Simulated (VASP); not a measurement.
Crystal: Al.

```
Al
1.0
     0.00000    2.01996    2.01996
     2.01996    0.00000    2.01996
     2.01996    2.01996    0.00000
Al
1
Direct
  0.00000 0.00000 0.00000
```

Program: VASP 6.6.1. Alike in all runs: task single point; level PBE; potentials or basis VASP PAW PBE potentials, release 64 (Al); no spin polarisation; cell as given; cutoff (eV) 520.

Problem. Order these runs on this cell by their pressure, lowest first.
A. k mesh 2 × 2 × 2; smearing fermi-dirac 0.1 eV
B. k mesh 13 × 13 × 13; smearing fermi-dirac 1 eV
C. k mesh 13 × 13 × 13; smearing fermi-dirac 0.6 eV
D. k mesh 13 × 13 × 13; smearing gaussian 0.1 eV

Solution. A (-5.3 GPa), D (-0.1 GPa), C (1.7 GPa), B (4.6 GPa).

Caveats: some runs use coarse meshes.
